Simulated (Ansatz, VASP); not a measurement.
**Co in VASP and in Ansatz**

INCAR

```
SYSTEM = Co
PREC = Accurate ; ENCUT = 520
EDIFF = 1E-6 ; ISMEAR = -1
SIGMA = 0.1 ; LREAL = .FALSE.
LASPH = .TRUE. ; NELM = 80
ALGO = Normal ; ISIF = 2
LWAVE = .FALSE. ; LCHARG = .FALSE.
GGA = PE ; NBANDS = 16
```

The input KPOINTS:

```
regular mesh
0
G
  9 9 5
  0 0 0
```

POSCAR

```
Co
1.0
    2.4583936733      0.0000000000      0.0000000000
   -1.2291968366      2.1290313736      0.0000000000
    0.0000000000      0.0000000000      3.9606917934
Co
2
Direct
    0.3333333333      0.6666666667      0.2500000000
    0.6666666667      0.3333333333      0.7500000000
```

Input for Ansatz:

```yaml
crystal:
  lattice:
    - [2.4583936733, 0.0, 0.0]
    - [-1.2291968366, 2.1290313736, 0.0]
    - [0.0, 0.0, 3.9606917934]
  atoms:
    - { symbol: Co, position: [0.3333333333, 0.6666666667, 0.25] }
    - { symbol: Co, position: [0.6666666667, 0.3333333333, 0.75] }
hamiltonian:
  xc: pbe
  pseudopotentials:
    kind: paw
    azcp:
      Co: "pseudopotentials/Co.paw.azcp"
basis:
  ecutwfc: 420
  fft_grid_basis: typed
kpoints:
  mp_grid: { grid: [9, 9, 5], shift: [0, 0, 0] }
magnetization:
  spin_polarized: false
scf:
  occupations: { method: fermi_dirac, width: 0.1 }
  lower_state_search: "off"
output:
  stress: true
```

Alike in both runs: task single point; functional PBE; k mesh 9 × 9 × 5; occupations fermi-dirac, width 0.1 eV; no spin polarisation.

|  | VASP | Ansatz |
| --- | --- | --- |
| version | VASP 6.6.1 | Ansatz 0.2.0 |
| potentials or method | VASP PAW PBE potentials, release 64 (Co), cutoff 520 eV | plane waves (420 eV) with PAW, scalar-relativistic |
| valence electrons in the cell | 18 | 34 |

VASP gave:

| Quantity | Value |
| --- | --- |
| pressure (GPa) | -0.6 |
| traceless stress, the component that is largest in VASP (GPa) | 0.20 |

**Question.** Which values does Ansatz return?

**Answer.** Pressure (GPa): 0.1; traceless stress, the component that is largest in VASP (GPa): 0.34.

With one functional, cell and mesh, what is left measures potentials, basis and numerics. VASP's potentials hold 18 valence electrons a cell and Ansatz's 34, so a difference there can come from the potentials and not from the codes.
